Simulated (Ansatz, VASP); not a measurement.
# Two plane-wave programs on Au

Contents of INCAR:

```
  PREC = Accurate
  ENCUT = 520
  EDIFF = 1E-6
  ISMEAR = 0
  SIGMA = 0.15
  LREAL = False
  LASPH = True
  NELM = 100
  ALGO = Fast
  ISIF = 2
  LWAVE = False
  LCHARG = True
  GGA = PS
  LELF = True
  LVHAR = True
  NBANDS = 18
```

The input KPOINTS:

```
Automatic mesh
0
Gamma
  18 18 10
```

The input POSCAR:

```
Au
1.0
    2.8129984581      0.0000000000      0.0000000000
   -1.4064992291      2.4361281255      0.0000000000
    0.0000000000      0.0000000000      4.9532000000
Au
2
Direct
    0.3333333333      0.6666666667      0.7500000000
    0.6666666667      0.3333333333      0.2500000000
```

Input for Ansatz:

```yaml
crystal:
  lattice:
    - [2.8129984581, 0.0, 0.0]
    - [-1.4064992291, 2.4361281255, 0.0]
    - [0.0, 0.0, 4.9532]
  atoms:
    - { symbol: Au, position: [0.3333333333, 0.6666666667, 0.75] }
    - { symbol: Au, position: [0.6666666667, 0.3333333333, 0.25] }
basis:
  ecutwfc: 420
kpoints:
  mp_grid: { grid: [18, 18, 10] }
hamiltonian:
  xc: pbesol
scf:
  occupations: { method: gaussian, width: 0.15 }
output:
  forces: true
  stress: true
  eigenvalues: true
```

Change from the starting cell: strain -0.030 along x and y, +0.015 along z, atoms carried along.

Alike in both runs: task single point; functional PBEsol; k mesh 18 × 18 × 10; occupations gaussian, width 0.15 eV; no spin polarisation.

```csv
,VASP,Ansatz
version,VASP 6.6.1,Ansatz 0.2.0
potentials or method,"VASP PAW PBE potentials, release 64 (Au), cutoff 520 eV","scalar-relativistic, plane waves, PAW"
valence electrons in the cell,22,38
```

Ansatz gave:

```
gap on the k mesh at the Fermi level (eV)                     : none
pressure (GPa)                                                : 1.4
traceless stress, the component that is largest in VASP (GPa) : -2.95
```

**Question.** What did VASP give for the same quantities?

**Answer.** gap on the k mesh at the Fermi level (eV): none; pressure (GPa): 1.1; traceless stress, the component that is largest in VASP (GPa): -2.96.

VASP's potentials were made for PBE, not for PBEsol. A gap of «none» marks a metal or a gap that the smearing closes. With one functional, cell and mesh, what is left measures potentials, basis and numerics. VASP's potentials hold 22 valence electrons a cell and Ansatz's 38, so a difference there can come from the potentials and not from the codes.

Neither program's run includes spin-orbit coupling.
